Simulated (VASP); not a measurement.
A run of VASP 6.6.1:

INCAR

```
SYSTEM = Al
PREC     = Accurate       ! precision mode
ENCUT    = 520            ! plane-wave cutoff, eV
EDIFF    = 1E-7           ! SCF threshold, eV
ISMEAR   = 0              ! smearing method
SIGMA    = 0.15           ! smearing width, eV
LREAL    = .False.        ! projectors in reciprocal space
LASPH    = .True.         ! aspherical terms in the spheres
NELM     = 60             ! most SCF steps
ALGO     = Normal         ! electronic algorithm
ISIF     = 2              ! what is computed and relaxed
LWAVE    = .False.        ! write WAVECAR
LCHARG   = .True.         ! write CHGCAR
GGA      = PS             ! functional
LELF     = .True.         ! ELF
LVHAR    = .True.       
NBANDS   = 8              ! bands
```

KPOINTS

```
Automatic mesh
0
Gamma
  20 20 20
  0 0 0
```

The input POSCAR:

```
Al
1.0
   -1.5912186900      1.6210540404      1.6210540404
    1.5912186900     -1.5613833396      1.5613833396
    1.5912186900      1.5613833396     -1.5613833396
Al
1
Direct
    0.0000000000      0.0000000000      0.0000000000
```

Potentials or basis: VASP PAW PBE potentials, release 64 (Al).

Command:

```console
$ cat potpaw_PBE.64/Al/POTCAR > POTCAR
$ mpirun -np 1 vasp_std > vasp.out
```

Hardware: 1 thread of AMD EPYC 9R45 96-Core Processor (Zen 5), on a shared host.

Problem. Estimate the wall time of this run.

Solution. Run time: 66 s on 1 thread of AMD EPYC 9R45 96-Core Processor (Zen 5) (shared host), peak memory 0.2 GiB. Counts: scf iterations 11, k points 1166.
